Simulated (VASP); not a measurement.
A run of VASP 6.6.1 is set up as follows.

Contents of INCAR:

```
SYSTEM = Ag
  PREC = Accurate
  ENCUT = 520
  EDIFF = 1E-7
  ISMEAR = 0
  SIGMA = 0.1
  LREAL = .False.
  LASPH = .True.
  NELM = 60
  ALGO = Normal
  ISIF = 2
  LWAVE = .False.
  LCHARG = .False.
  LDIPOL = .True.
  IDIPOL = 3
  DIPOL = 0.5 0.5 0.328
  GGA = PE
  IVDW = 12
  NBANDS = 30
```

File KPOINTS:

```
Automatic mesh
0
Gamma
  15 15 1
  0 0 0
```

POSCAR

```
Ag
1.0
    2.8892383079      0.0000000000      0.0000000000
    1.4446191540      2.5021537723      0.0000000000
    0.0000000000      0.0000000000     29.0771595997
Ag
4
Direct
    0.0000000000      0.0000000000      0.2063475278
    0.3333333333      0.3333333333      0.2874783271
    0.6666666667      0.6666666667      0.3686091265
    0.0000000000      0.0000000000      0.4497399258
```

Potentials or basis: VASP PAW PBE potentials, release 64 (Ag).

Command:

```sh
$ cat potpaw_PBE.64/Ag/POTCAR > POTCAR
$ mpirun -np 1 vasp_std > vasp.out
```

Problem. Predict the band gap on the k mesh.

Solution. Zero (band 22 reaches 3.25 eV, above the bottom of band 23 at -3.33 eV).

Problem. Predict the dispersion energy per atom.

Solution. -0.448 eV.

Forces in eV/Å, atoms in the order of the input:
```
Ag   0.000  0.000  0.015
Ag   0.000  0.000  0.017
Ag   0.000  0.000 -0.017
Ag   0.000  0.000 -0.015
```
